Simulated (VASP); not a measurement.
ZrSiO4, 12 atoms in the cell. The structure is tetragonal, space group I4_1/amd (No. 141). Conventional cell: a = 6.671 Å, b = 6.671 Å, c = 6.039 Å, α = 90.00°, β = 90.00°, γ = 90.00°. Within 2.8 Å of Zr (site symmetry -4m2) lie 8 O at 2.15 to 2.29 Å. Si (site symmetry -4m2) has 4 O at 1.64 Å within 2.2 Å. O (site symmetry m) has 1 Si at 1.64 Å and 1 Zr at 2.15 Å within 2.2 Å. 

* Program: VASP 6.6.1
* Task: relaxation of the atoms
* Functional: PBE
* Potentials or basis: VASP PAW PBE potentials, release 64 (Zr_sv, Si, O)
* Cutoff: 520 eV
* k mesh: 4 × 4 × 4
* Occupations: fermi-dirac, width 0.1 eV
* Spin: no spin polarisation
* Dipole correction: no
* Further INCAR settings: ALGO = Normal; EDIFF = 1e-07; IBRION = 2; EDIFFG = -0.01; NSW = 60

Potentials or basis: VASP PAW PBE potentials, release 64 (Zr_sv, Si, O).

Launch:

```console
$ cat potpaw_PBE.64/Zr_sv/POTCAR potpaw_PBE.64/Si/POTCAR potpaw_PBE.64/O/POTCAR > POTCAR
$ mpirun -np 1 vasp_std > vasp.out
```

Hardware: 1 thread of Intel(R) Xeon(R) Platinum 8375C CPU @ 2.90GHz (Ice Lake), with other jobs on the host.

Question: How long does it take, and how much memory?

Answer: It took 4.8 min on 1 thread of Intel(R) Xeon(R) Platinum 8375C CPU @ 2.90GHz (Ice Lake), with other jobs on the host, peak memory 0.29 GiB. Counts: scf iterations 45, k points 13, ion steps 5.
